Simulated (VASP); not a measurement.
A run of VASP 6.6.1:

The input POSCAR:

```
Ru
1.0
    2.0451722432      0.0000000000      0.0000000000
   -1.0225861216      1.7711711177      0.0000000000
    0.0000000000      0.0000000000      3.3091618903
Ru
2
Direct
    0.3333333333      0.6666666667      0.2500000000
    0.6666666667      0.3333333333      0.7500000000
```

Contents of INCAR.step1:

```
  ALGO = Normal
  EDIFF = 1E-6
  ENCUT = 520
  GGA = PS
  GGA_COMPAT = False
  ISIF = 2
  ISMEAR = -1
  LASPH = True
  LCHARG = True
  LMAXMIX = 4
  LORBIT = 11
  LREAL = False
  LWAVE = False
  NBANDS = 23
  NEDOS = 2001
  NELM = 120
  PREC = Accurate
  SIGMA = 0.05
```

KPOINTS.step1

```
k-points
0
Gamma
  18 18 10
```

File INCAR.step2:

```
  ALGO = Normal
  EDIFF = 1E-6
  ENCUT = 520
  GGA = PS
  GGA_COMPAT = False
  ICHARG = 11
  ISIF = 2
  ISMEAR = -5
  LASPH = True
  LCHARG = False
  LMAXMIX = 4
  LORBIT = 11
  LREAL = False
  LWAVE = False
  NBANDS = 23
  NEDOS = 2001
  NELM = 120
  PREC = Accurate
  SIGMA = 0.05
```

The input KPOINTS.step2:

```
k-points
0
Gamma
  27 27 15
```

Potentials or basis: VASP PAW PBE potentials, release 64 (Ru_sv).

Command:

```sh
$ cat potpaw_PBE.64/Ru_sv/POTCAR > POTCAR
$ cp INCAR.step1 INCAR
$ cp KPOINTS.step1 KPOINTS
$ mpirun -np 1 vasp_std > vasp.out
$ cp INCAR.step2 INCAR
$ cp KPOINTS.step2 KPOINTS
$ mpirun -np 1 vasp_std > vasp.out
```

Hardware: 1 thread of Intel(R) Xeon(R) Platinum 8259CL CPU @ 2.50GHz (Skylake/Cascade Lake) (shared host).

Q: Estimate the wall time of this run.

A: It took 110 s on 1 thread of Intel(R) Xeon(R) Platinum 8259CL CPU @ 2.50GHz (Skylake/Cascade Lake), with other jobs on the host, peak memory 0.27 GiB. Counts: k points 600.
